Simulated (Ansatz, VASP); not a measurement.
**Two plane-wave programs on LiH**

```xyz
2
Lattice="0.0000 2.0100 2.0100 2.0100 0.0000 2.0100 2.0100 2.0100 0.0000" Properties=species:S:1:pos:R:3 pbc="T T T"
Li    0.0000    0.0000    0.0000
H     2.0100    2.0100    2.0100
```

Alike in both runs: task single point; functional HSE06; k mesh 6 × 6 × 6; occupations fermi-dirac, width 0.02 eV; no spin polarisation.

```csv
,VASP,Ansatz
version,VASP 6.6.1,Ansatz 0.2.0 development build
potentials or method,"VASP PAW PBE potentials, release 64 (Li_sv, H)","plane waves, PAW datasets (generated soft set 1)"
plane-wave cutoff (eV),520,420
valence electrons in the cell,4,4
```

```tsv
	VASP	Ansatz	Ansatz less VASP
gap on the k mesh at the Fermi level (eV)	3.98	3.98	+0.001
```

Ansatz's warnings: stress exchange threshold loose, stress scf threshold loose.

The k mesh is coarse, so the values compare programs but aren't converged. Noted on VASP's run: the cutoff is short for stress, so the pressure is rough.
